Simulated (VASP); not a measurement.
# TePb (Fm-3m) in VASP: single point with LDA

Aim: the single point of TePb with LDA.

Everything below comes from runs of VASP 6.6.1. Logs are shortened: lines on timing, memory, paths and dates and some standing lists are left out, and cuts for length are marked.

## (1) The cell of the first run

Symmetry: Fm-3m, No. 225, cubic system. The conventional cell has a = 6.462 Å, b = 6.462 Å, c = 6.462 Å, α = 90.00°, β = 90.00°, γ = 90.00°. Within 4.3 Å of Te (site symmetry m-3m) lie 6 Pb at 3.23 Å. Within 4.3 Å of Pb (site symmetry m-3m) lie 6 Te at 3.23 Å.

## (2) Single point, LDA

Contents of INCAR:

```
ALGO = Normal ; EDIFF = 1E-7
ENCUT = 520 ; GGA = CA
ISIF = 2 ; ISMEAR = 0
LASPH = T ; LCHARG = T
LELF = T ; LREAL = F
LVHAR = T ; LWAVE = F
NBANDS = 17 ; NELM = 60
PREC = Accurate ; SIGMA = 0.01
```

Contents of KPOINTS:

```
k-points
0
Gamma
  4 4 4
```

Contents of POSCAR:

```
TePb
1.0
    0.0000000000      3.2310000000      3.2310000000
    3.2310000000      0.0000000000      3.2310000000
    3.2310000000      3.2310000000      0.0000000000
Te Pb
1 1
Direct
    0.5000000000      0.5000000000      0.5000000000
    0.0000000000      0.0000000000      0.0000000000
```

Potentials or basis: VASP PAW LDA potentials, release 64 (Te, Pb_d).

Command:

```bash
$ cat potpaw_LDA.64/Te/POTCAR potpaw_LDA.64/Pb_d/POTCAR > POTCAR
$ mpirun -np 1 vasp_std > vasp.out
```

OUTCAR:

```text
EDIFF = 1E-7
   ENCUT = 520
   GGA = CA
   ISIF = 2
   ISMEAR = 0
   LASPH = T
   LREAL = F
   NELM = 60
   PREC = Accurate

 ion  position               nearest neighbor table
   1  0.500  0.500  0.500-   2 3.23   2 3.23   2 3.23   2 3.23   2 3.23   2 3.23
   2  0.000  0.000  0.000-   1 3.23   1 3.23   1 3.23   1 3.23   1 3.23   1 3.23

  LATTYP: Found a face centered cubic cell.
 ALAT       =     6.4620000000

  Lattice vectors:

 A1 = (   0.0000000000,   3.2310000000,   3.2310000000)
 A2 = (   3.2310000000,   0.0000000000,   3.2310000000)
 A3 = (   3.2310000000,   3.2310000000,   0.0000000000)

Analysis of symmetry for initial positions (statically):
=====================================================================
 Subroutine PRICEL returns:
 Original cell was already a primitive cell.

 Routine SETGRP: Setting up the symmetry group for a
 face centered cubic supercell.

 Subroutine GETGRP returns: Found 48 space group operations
 (whereof 48 operations were pure point group operations)
 out of a pool of 48 trial point group operations.

The static configuration has the point symmetry O_h .

Analysis of symmetry for dynamics (positions and initial velocities):
=====================================================================
 Subroutine PRICEL returns:
 Original cell was already a primitive cell.

 Routine SETGRP: Setting up the symmetry group for a
 face centered cubic supercell.

 Subroutine GETGRP returns: Found 48 space group operations
 (whereof 48 operations were pure point group operations)
 out of a pool of 48 trial point group operations.

The dynamic configuration has the point symmetry O_h .

 Subroutine INISYM returns: Found 48 space group operations
 (whereof 48 operations are pure point group operations),
 and found     1 'primitive' translations

----------------------------------------------------------------------------------------

                                     Primitive cell

  volume of cell :      67.4592

  direct lattice vectors                    reciprocal lattice vectors
     0.000000000  3.231000000  3.231000000    -0.154750851  0.154750851  0.154750851
     3.231000000  0.000000000  3.231000000     0.154750851 -0.154750851  0.154750851
[... 62 lines left out ...]
   ISPIN  =      1    spin polarized calculation?
   LNONCOLLINEAR =      F non collinear calculations
   LSORBIT =      F    spin-orbit coupling
   LASPH  =      T    aspherical Exc in radial PAW
   ENCUT  =  520.0 eV  38.22 Ry    6.18 a.u.   8.50  8.50  8.50*2*pi/ulx,y,z
   NELM   =     60;   NELMIN=  2; NELMDL= -5     # of ELM steps
   EDIFF  = 0.1E-06   stopping-criterion for ELM
   LREAL  =      F    real-space projection
   EDIFFG = 0.1E-05   stopping-criterion for IOM
   NSW    =      0    number of steps for IOM
   IBRION =     -1    ionic relax: 0-MD 1-quasi-New 2-CG
   NFREE  =      0    steps in history (QN), initial steepest desc. (CG)
   ISIF   =      2    stress and relaxation
   ISYM   =      2    0-nonsym 1-usesym 2-fastsym
   POTIM  = 0.5000    time-step for ionic-motion
   TEBEG  =    0.0;   TEEND  =   0.0 temperature during run
   PSTRESS=    0.0 pullay stress
   NELECT =      20.0000    total number of electrons
   NUPDOWN=      -1.0000    fix difference up-down
   EMIN   =  10.00;   EMAX   =-10.00  energy-range for DOS
   EFERMI =   0.00;   METHOD = LEGACY
   ISMEAR =     0;   SIGMA  =   0.01  broadening in eV -4-tet -1-fermi 0-gaus
   EFERMI_NEDOS =   21; number of points for ismear=-14 and -15
   IALGO  =     38    algorithm
   IMIX   =      4    mixing-type and parameters
     AMIX     =   0.40;   BMIX     =  1.00
     AMIX_MAG =   1.60;   BMIX_MAG =  1.00
  volume/ion in A,a.u.               =      33.73       227.62
  Fermi-wavevector in a.u.,A,eV,Ry     =   1.091619  2.062861 16.213147  1.191633
  Thomas-Fermi vector in A             =   2.227868
   LORBIT       =      0    0 simple, 1 ext, 2 COOP (PROOUT), +10 PAW based schemes
   GGA     = CA    functional components
   LHFCALC =     F    Hartree Fock is set to
   AEXX    =    0.0000 exact exchange contribution
   IVDW    =     0    specifies the selected vdW correction
   LEPSILON=     F    determine dielectric tensor
   LRPA    =     F    only Hartree local field effects (RPA)
 non-spin polarized calculation
 Gauss-broadening in eV      SIGMA  =   0.01
  energy-cutoff  :      520.00
  volume of cell :       67.46
 maximum number of plane-waves:      1837
 NGX is ok and might be reduce to    36
   NGX = 17   NGY = 17   NGZ = 17

 number of electron      20.0000003 magnetization

 Free energy of the ion-electron system (eV)
  ---------------------------------------------------
  ext. energy  EPLUGINS =         0.00000000
  ---------------------------------------------------
  free energy    TOTEN  =        -8.75543456 eV

  energy without entropy =       -8.75543456  energy(sigma->0) =       -8.75543456

 E-fermi :   5.4667     XC(G=0):  -9.5768

 val. band max:        5.4088814509   @ k =   0.5000   0.0000   0.0000
 cond. band min:       6.0449780779   @ k =   0.5000   0.0000   0.0000
 fundamental gap:      0.6360966269
 Fermi energy:         5.4667038875

 k-point     1 :       0.0000    0.0000    0.0000
  band No.  band energies     occupation
      1     -11.2625      2.00000
      2     -11.2625      2.00000
      3     -11.2484      2.00000
      4     -11.2484      2.00000
      5     -11.2484      2.00000
      6      -6.6432      2.00000
[... 137 lines left out ...]
      4     -11.2408      2.00000
      5     -11.2217      2.00000
      6      -4.8023      2.00000
[... 9 lines left out ...]
     16      16.4356      0.00000
     17      16.4535      0.00000

------------------------ aborting loop because EDIFF is reached ----------------------------------------

  FORCE on cell =-STRESS in cart. coord.  units (eV):
  Direction    XX          YY          ZZ          XY          YZ          ZX
  --------------------------------------------------------------------------------------
  -------------------------------------------------------------------------------------
  Total       -0.6948064     -0.6948064     -0.6948064     -0.0000000     -0.0000000      0.0000000
  in kB      -16.5018830    -16.5018830    -16.5018830     -0.0000000     -0.0000000      0.0000000
  external PRESSURE =     -16.5018830 kB  Pullay stress =       0.0000000 kB

 VOLUME and BASIS-vectors are now :
 -----------------------------------------------------------------------------
  energy-cutoff  :      520.00
  volume of cell :       67.46
      direct lattice vectors                 reciprocal lattice vectors
     0.000000000  3.231000000  3.231000000    -0.154750851  0.154750851  0.154750851
     3.231000000  0.000000000  3.231000000     0.154750851 -0.154750851  0.154750851
     3.231000000  3.231000000  0.000000000     0.154750851  0.154750851 -0.154750851

 POSITION                                       TOTAL-FORCE (eV/Angst)
 -----------------------------------------------------------------------------------
      3.23100      3.23100      3.23100         0.000000     -0.000000      0.000000
      0.00000      0.00000      0.00000        -0.000000      0.000000     -0.000000
 -----------------------------------------------------------------------------------
    total drift:                               -0.000000      0.000000      0.000000

  FREE ENERGIE OF THE ION-ELECTRON SYSTEM (eV)
  ---------------------------------------------------
  free  energy   TOTEN  =        -8.7554345612 eV

  energy  without entropy=       -8.7554345612  energy(sigma->0) =       -8.75543456
```

stdout:

```text
POSCAR found type information on POSCAR TePb
 POSCAR found :  2 types and       2 ions
 scaLAPACK will be used
 LDA part: xc-table for (Slater(with rela. corr.)+CA(PZ))
 , standard interpolation
 POSCAR, INCAR and KPOINTS ok, starting setup
 FFT: planning ... GRIDC
 FFT: planning ... GRID_SOFT
 FFT: planning ... GRID
 WAVECAR not read
 entering main loop
```

It took 9.8 s on 1 thread of Intel Xeon Platinum 8488C (Sapphire Rapids), shared host; peak memory 0.17 GiB.

What came out:

```
Free energy            : -8.7554 eV
Pressure               : -1.7 GPa
Band gap on the k mesh : 0.64 eV, direct
```

Caveat: the k points lie up to 0.42 Å⁻¹ apart; spin-orbit coupling is left out, which moves the levels of the heavy elements. A k mesh can miss the band edges.
